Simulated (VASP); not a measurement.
# AlGaN2 (P-4m2) in VASP: further runs

Runs on AlGaN2. Level: LDA. Tasks: single point.

Everything below comes from runs of VASP 6.6.1. Logs are shortened: lines on timing, memory, paths and dates and some standing lists are left out, and cuts for length are marked.

### 1 The cell of the first run

It takes space group P-4m2 (No. 115, tetragonal). Conventional cell: a = 2.939 Å, b = 2.939 Å, c = 4.530 Å, α = 90.00°, β = 90.00°, γ = 90.00°. Al (site symmetry -4m2) has 4 N at 1.83 Å within 2.4 Å. Within 2.5 Å of Ga (site symmetry -4m2) lie 4 N at 1.88 Å. N (site symmetry 2mm) has 2 Al at 1.83 Å and 2 Ga at 1.88 Å within 2.4 Å.

### 2 Single point, LDA (9.78 Å³/atom)

The input, INCAR:

```
SYSTEM = AlGaN2
  ALGO = Normal
  EDIFF = 1E-6
  ENCUT = 520
  GGA = CA
  ISIF = 2
  ISMEAR = 0
  LASPH = .TRUE.
  LCHARG = .TRUE.
  LELF = .TRUE.
  LREAL = .FALSE.
  LVHAR = .TRUE.
  LWAVE = .FALSE.
  NBANDS = 21
  NELM = 60
  PREC = Accurate
  SIGMA = 0.05
```

The input, KPOINTS:

```
k-points
0
G
  8 8 6
  0 0 0
```

The input, POSCAR:

```
AlGaN2
1.0
    2.9393042840      0.0000000000      0.0000000000
    0.0000000000      2.9393042840      0.0000000000
    0.0000000000      0.0000000000      4.5303496930
Al Ga N
1 1 2
Direct
    0.5000000000      0.5000000000      0.5000000000
    0.0000000000      0.0000000000      0.0000000000
    0.5000000000      0.0000000000      0.7409873403
    0.0000000000      0.5000000000      0.2590126597
```

Potentials or basis: VASP PAW LDA potentials, release 64 (Al, Ga_d, N).

Command:

```bash
$ cat potpaw_LDA.64/Al/POTCAR potpaw_LDA.64/Ga_d/POTCAR potpaw_LDA.64/N/POTCAR > POTCAR
$ mpirun -np 1 vasp_std > vasp.out
```

OUTCAR:

```text
SYSTEM = AlGaN2
   EDIFF = 1E-6
   ENCUT = 520
   GGA = CA
   ISIF = 2
   ISMEAR = 0
   LASPH = .TRUE.
   LREAL = .FALSE.
   NELM = 60
   PREC = Accurate

 ion  position               nearest neighbor table
   1  0.500  0.500  0.500-   3 1.83   4 1.83   3 1.83   4 1.83   2 3.07   2 3.07   2 3.07   2 3.07
                             2 3.07   2 3.07   2 3.07   2 3.07
   2  0.000  0.000  0.000-   3 1.88   4 1.88   4 1.88   3 1.88   1 3.07   1 3.07   1 3.07   1 3.07
                             1 3.07   1 3.07   1 3.07   1 3.07
   3  0.500  0.000  0.741-   1 1.83   1 1.83   2 1.88   2 1.88
   4  0.000  0.500  0.259-   1 1.83   1 1.83   2 1.88   2 1.88

  LATTYP: Found a simple tetragonal cell.
 ALAT       =     2.9393042840
 C/A-ratio  =     1.5413000000

  Lattice vectors:

 A1 = (   2.9393042840,   0.0000000000,   0.0000000000)
 A2 = (   0.0000000000,   2.9393042840,   0.0000000000)
 A3 = (   0.0000000000,   0.0000000000,   4.5303496930)

Analysis of symmetry for initial positions (statically):
=====================================================================
 Subroutine PRICEL returns:
 Original cell was already a primitive cell.

 Routine SETGRP: Setting up the symmetry group for a
 simple tetragonal supercell.

 Subroutine GETGRP returns: Found  8 space group operations
 (whereof  8 operations were pure point group operations)
 out of a pool of 16 trial point group operations.

The static configuration has the point symmetry D_2d.

Analysis of symmetry for dynamics (positions and initial velocities):
=====================================================================
 Subroutine PRICEL returns:
 Original cell was already a primitive cell.

 Routine SETGRP: Setting up the symmetry group for a
 simple tetragonal supercell.

 Subroutine GETGRP returns: Found  8 space group operations
 (whereof  8 operations were pure point group operations)
 out of a pool of 16 trial point group operations.

The dynamic configuration has the point symmetry D_2d.

 Subroutine INISYM returns: Found  8 space group operations
 (whereof  8 operations are pure point group operations),
 and found     1 'primitive' translations

----------------------------------------------------------------------------------------

                                     Primitive cell

  volume of cell :      39.1400

  direct lattice vectors                    reciprocal lattice vectors
     2.939304284  0.000000000  0.000000000     0.340216563  0.000000000  0.000000000
     0.000000000  2.939304284  0.000000000     0.000000000  0.340216563  0.000000000
     0.000000000  0.000000000  4.530349693     0.000000000  0.000000000  0.220733512

  length of vectors
     2.939304284  2.939304284  4.530349693     0.340216563  0.340216563  0.220733512

  position of ions in fractional coordinates (direct lattice)
     0.500000000  0.500000000  0.500000000
     0.000000000  0.000000000  0.000000000
     0.500000000  0.000000000  0.740987340
     0.000000000  0.500000000  0.259012660

  ion indices of the primitive-cell ions
   primitive index   ion index
                 1           1
                 2           2
                 3           3
                 4           4

----------------------------------------------------------------------------------------

 KPOINTS: k-points

Automatic generation of k-mesh.
 Grid dimensions read from file:
 generate k-points for:    8    8    6

 Generating k-lattice:

  Cartesian coordinates                     Fractional coordinates (reciprocal lattice)
     0.042527070  0.000000000  0.000000000     0.125000000  0.000000000  0.000000000
     0.000000000  0.042527070  0.000000000     0.000000000  0.125000000  0.000000000
     0.000000000  0.000000000  0.036788919     0.000000000  0.000000000  0.166666667

  Length of vectors
     0.042527070  0.042527070  0.036788919

  Shift w.r.t. Gamma in fractional coordinates (k-lattice)
     0.000000000  0.000000000  0.000000000

 Subroutine IBZKPT returns following result:
 ===========================================

 Found     60 irreducible k-points:

 Following reciprocal coordinates:
            Coordinates               Weight
  0.000000  0.000000  0.000000      1.000000
  0.125000  0.000000  0.000000      4.000000
  0.250000  0.000000  0.000000      4.000000
  0.375000  0.000000  0.000000      4.000000
  0.500000  0.000000  0.000000      2.000000
  0.125000  0.125000  0.000000      4.000000
[... 16 lines left out ...]
  0.375000  0.125000  0.166667     16.000000
  0.500000  0.125000  0.166667      8.000000
 [... further k-points ...]
   k-points           NKPTS =     60   k-points in BZ     NKDIM =     60   number of bands    NBANDS=     21
   number of dos      NEDOS =    301   number of ions     NIONS =      4
   total plane-waves  NPLWV =  20736
   dimension x,y,z NGX =    24 NGY =   24 NGZ =   36
   dimension x,y,z NGXF=    48 NGYF=   48 NGZF=   72
   ions per type =               1   1   2
   NGX,Y,Z   is equivalent  to a cutoff of  13.57, 13.57, 13.21 a.u.
   NGXF,Y,Z  is equivalent  to a cutoff of  27.15, 27.15, 26.42 a.u.
 SYSTEM =  AlGaN2
   PREC   = accura    normal or accurate (medium, high low for compatibility)
   ISTART =      0    job   : 0-new  1-cont  2-samecut
   ICHARG =      2    charge: 1-file 2-atom 10-const
   ISPIN  =      1    spin polarized calculation?
   LNONCOLLINEAR =      F non collinear calculations
   LSORBIT =      F    spin-orbit coupling
   LASPH  =      T    aspherical Exc in radial PAW
   ENCUT  =  520.0 eV  38.22 Ry    6.18 a.u.   5.47  5.47  8.42*2*pi/ulx,y,z
   NELM   =     60;   NELMIN=  2; NELMDL= -5     # of ELM steps
   EDIFF  = 0.1E-05   stopping-criterion for ELM
   LREAL  =      F    real-space projection
   EDIFFG = 0.1E-04   stopping-criterion for IOM
   NSW    =      0    number of steps for IOM
   IBRION =     -1    ionic relax: 0-MD 1-quasi-New 2-CG
   NFREE  =      0    steps in history (QN), initial steepest desc. (CG)
   ISIF   =      2    stress and relaxation
   ISYM   =      2    0-nonsym 1-usesym 2-fastsym
   POTIM  = 0.5000    time-step for ionic-motion
   TEBEG  =    0.0;   TEEND  =   0.0 temperature during run
   PSTRESS=    0.0 pullay stress
   NELECT =      26.0000    total number of electrons
   NUPDOWN=      -1.0000    fix difference up-down
   EMIN   =  10.00;   EMAX   =-10.00  energy-range for DOS
   EFERMI =   0.00;   METHOD = LEGACY
   ISMEAR =     0;   SIGMA  =   0.05  broadening in eV -4-tet -1-fermi 0-gaus
   EFERMI_NEDOS =   21; number of points for ismear=-14 and -15
   IALGO  =     38    algorithm
   IMIX   =      4    mixing-type and parameters
     AMIX     =   0.40;   BMIX     =  1.00
     AMIX_MAG =   1.60;   BMIX_MAG =  1.00
  volume/ion in A,a.u.               =       9.78        66.03
  Fermi-wavevector in a.u.,A,eV,Ry     =   1.428430  2.699342 27.761500  2.040413
  Thomas-Fermi vector in A             =   2.548493
   LORBIT       =      0    0 simple, 1 ext, 2 COOP (PROOUT), +10 PAW based schemes
   GGA     = CA    functional components
   LHFCALC =     F    Hartree Fock is set to
   AEXX    =    0.0000 exact exchange contribution
   IVDW    =     0    specifies the selected vdW correction
   LEPSILON=     F    determine dielectric tensor
   LRPA    =     F    only Hartree local field effects (RPA)
 non-spin polarized calculation
 Gauss-broadening in eV      SIGMA  =   0.05
  energy-cutoff  :      520.00
  volume of cell :       39.14
 maximum number of plane-waves:      1077
 NGX is ok and might be reduce to    24
   NGX = 11   NGY = 11   NGZ = 17

 number of electron      25.9999995 magnetization

 Free energy of the ion-electron system (eV)
  ---------------------------------------------------
  ext. energy  EPLUGINS =         0.00000000
  ---------------------------------------------------
  free energy    TOTEN  =       -29.98823605 eV

  energy without entropy =      -29.98823605  energy(sigma->0) =      -29.98823605

 E-fermi :   7.0482     XC(G=0): -12.2691

 val. band max:        6.7563276019   @ k =   0.0000   0.0000   0.0000
 cond. band min:       9.6988968832   @ k =   0.5000   0.5000   0.0000
 fundamental gap:      2.9425692813
 Fermi energy:         7.0482096515

 k-point     1 :       0.0000    0.0000    0.0000
  band No.  band energies     occupation
      1      -9.6177      2.00000
      2      -7.8641      2.00000
      3      -6.5141      2.00000
      4      -6.5141      2.00000
      5      -6.4897      2.00000
      6      -6.2610      2.00000
[... 13 lines left out ...]
     20      19.1889      0.00000
     21      22.9820      0.00000

 k-point     2 :       0.1250    0.0000    0.0000
  band No.  band energies     occupation
      1      -9.4503      2.00000
      2      -7.8576      2.00000
      3      -6.5594      2.00000
      4      -6.5097      2.00000
      5      -6.4427      2.00000
      6      -6.2789      2.00000
[... 13 lines left out ...]
     20      19.1033      0.00000
     21      22.5147      0.00000

 k-point     3 :       0.2500    0.0000    0.0000
  band No.  band energies     occupation
      1      -9.0000      2.00000
      2      -7.8574      2.00000
      3      -6.5838      2.00000
      4      -6.4991      2.00000
      5      -6.3288      2.00000
      6      -6.3216      2.00000
[... 13 lines left out ...]
     20      19.3069      0.00000
     21      21.4326      0.00000
[... 457 lines left out ...]
 k-point    23 :       0.3750    0.1250    0.1667
  band No.  band energies     occupation
      1      -8.3122      2.00000
      2      -7.8694      2.00000
      3      -6.5235      2.00000
      4      -6.4555      2.00000
      5      -6.3986      2.00000
      6      -5.9920      2.00000
[... 13 lines left out ...]
     20      19.3698      0.00000
     21      20.2689      0.00000

 k-point    24 :       0.5000    0.1250    0.1667
  band No.  band energies     occupation
      1      -8.0945      2.00000
      2      -7.8959      2.00000
      3      -6.5087      2.00000
      4      -6.4289      2.00000
      5      -6.4194      2.00000
      6      -5.5941      2.00000
[... 13 lines left out ...]
     20      19.6399      0.00000
     21      20.0341      0.00000

 [... further k-points ...]
[... 5 lines left out ...]
  --------------------------------------------------------------------------------------
  -------------------------------------------------------------------------------------
  Total        6.3326097      6.3326097      2.8088541      0.0000000      0.0000000      0.0000000
  in kB      259.2223731    259.2223731    114.9791118      0.0000000      0.0000000      0.0000000
  external PRESSURE =     211.1412860 kB  Pullay stress =       0.0000000 kB

 VOLUME and BASIS-vectors are now :
 -----------------------------------------------------------------------------
  energy-cutoff  :      520.00
  volume of cell :       39.14
      direct lattice vectors                 reciprocal lattice vectors
     2.939304284  0.000000000  0.000000000     0.340216563  0.000000000  0.000000000
     0.000000000  2.939304284  0.000000000     0.000000000  0.340216563  0.000000000
     0.000000000  0.000000000  4.530349693     0.000000000  0.000000000  0.220733512

 POSITION                                       TOTAL-FORCE (eV/Angst)
 -----------------------------------------------------------------------------------
      1.46965      1.46965      2.26517         0.000000     -0.000000      0.000000
      0.00000      0.00000      0.00000         0.000000      0.000000      0.000000
      1.46965      0.00000      3.35693         0.000000      0.000000     -0.038166
      0.00000      1.46965      1.17342         0.000000      0.000000      0.038166
 -----------------------------------------------------------------------------------
    total drift:                                0.000000      0.000000      0.000000

  FREE ENERGIE OF THE ION-ELECTRON SYSTEM (eV)
  ---------------------------------------------------
  free  energy   TOTEN  =       -29.9882360464 eV

  energy  without entropy=      -29.9882360464  energy(sigma->0) =      -29.98823605
```

Wall time 54 s (1 thread of Intel Xeon 8259CL, shared host); peak memory 0.17 GiB.

Results:

```
Free energy            : -29.9882 eV
Pressure               : 21.1 GPa
Largest force          : 0.038 eV/Å
Band gap on the k mesh : 2.94 eV (least direct gap 3.51 eV)
```

Forces on the atoms (eV/Å):
```
Al   0.000  0.000  0.000
Ga   0.000  0.000  0.000
N    0.000  0.000 -0.038
N    0.000  0.000  0.038
```

Stress tensor (GPa, compression positive):
```
25.92  0.00  0.00
 0.00 25.92  0.00
 0.00  0.00 11.50
```

Levels at points of the mesh, in eV from the valence-band top:
```tsv
k point	band 11	band 12	band 13	band 14	band 15	band 16
(0.00, 0.00, 0.00)	-0.72	0.00	0.00	3.51	3.82	8.90
(0.50, 0.00, 0.00)	-3.75	-0.81	-0.49	7.49	7.87	9.13
(0.50, 0.50, 0.00)	-2.94	-2.94	-2.90	2.94	2.94	6.08
(0.00, 0.00, 0.50)	-1.57	-0.88	-0.88	5.42	5.55	8.45
(0.50, 0.00, 0.50)	-1.33	-0.80	-0.39	5.52	6.78	9.57
(0.50, 0.50, 0.50)	-3.79	-3.79	-3.73	5.63	5.63	9.59
```

Caveat: the cell stands under pressure.

### 3 Single point, LDA (10.21 Å³/atom)

This run uses another cell than the first one, of 10.21 Å³/atom.

The input, INCAR:

```
SYSTEM = AlGaN2
ALGO     = Normal         ! electronic algorithm
EDIFF    = 1E-7           ! SCF threshold, eV
ENCUT    = 520            ! plane-wave cutoff, eV
GGA      = CA             ! functional
ISIF     = 2              ! what is computed and relaxed
ISMEAR   = 0              ! smearing method
LASPH    = .TRUE.         ! aspherical terms in the spheres
LCHARG   = .TRUE.         ! write CHGCAR
LELF     = .TRUE.         ! ELF
LREAL    = .FALSE.        ! projectors in reciprocal space
LVHAR    = .TRUE.       
LWAVE    = .FALSE.        ! write WAVECAR
NBANDS   = 21             ! bands
NELM     = 100            ! most SCF steps
PREC     = Accurate       ! precision mode
SIGMA    = 0.05           ! smearing width, eV
```

KPOINTS is that of step 2.

The input, POSCAR:

```
AlGaN2
1.0
    3.2653600688      0.0000000000      0.0000000000
    0.0000000000      3.2653600688      0.0000000000
    0.0000000000      0.0000000000      3.8305938967
Al Ga N
1 1 2
Direct
    0.5000000000      0.5000000000      0.5000000000
    0.0000000000      0.0000000000      0.0000000000
    0.5000000000      0.0000000000      0.7362196632
    0.0000000000      0.5000000000      0.2637803368
```

Potentials or basis: VASP PAW LDA potentials, release 64 (Al, Ga_d, N).

Command:

```bash
$ cat potpaw_LDA.64/Al/POTCAR potpaw_LDA.64/Ga_d/POTCAR potpaw_LDA.64/N/POTCAR > POTCAR
$ mpirun -np 1 vasp_std > vasp.out
```

Run time: 47 s. Hardware: 1 thread of Intel Xeon 8259CL, shared host; peak memory 0.17 GiB.

Results (log left out):

| Item | Value |
| --- | --- |
| Free energy | -30.0139 eV |
| Pressure | 6.6 GPa |
| Largest force | 0.026 eV/Å |
| Band gap on the k mesh | 3.12 eV |

Forces in eV/Å, atoms in the order of the input:
```
Al   0.000  0.000  0.000
Ga   0.000  0.000  0.000
N    0.000  0.000 -0.026
N    0.000  0.000  0.026
```

Stress tensor (GPa, compression positive):
```
 2.07  0.00  0.00
 0.00  2.07  0.00
 0.00  0.00 15.71
```

Levels at points of the mesh, in eV from the valence-band top:
```tsv
k point	band 10	band 11	band 12	band 13	band 14	band 15	band 16	band 17
(0.00, 0.00, 0.00)	-3.54	-0.28	-0.28	0.00	3.12	3.16	5.63	11.61
(0.50, 0.00, 0.00)	-2.47	-2.23	-1.84	-1.69	6.64	6.65	7.31	7.81
(0.50, 0.50, 0.00)	-1.94	-1.94	-1.91	-1.81	3.73	3.73	7.73	9.33
(0.00, 0.00, 0.50)	-2.33	-2.25	-1.73	-1.73	5.86	6.30	7.13	8.17
(0.50, 0.00, 0.50)	-1.74	-1.35	-0.63	-0.08	4.87	5.99	8.89	9.54
(0.50, 0.50, 0.50)	-4.51	-3.73	-3.73	-3.64	7.56	7.56	9.12	9.71
```

Caveat: the cell stands under pressure. A k mesh can miss the band edges.

(Continued in part 2 of 2.)
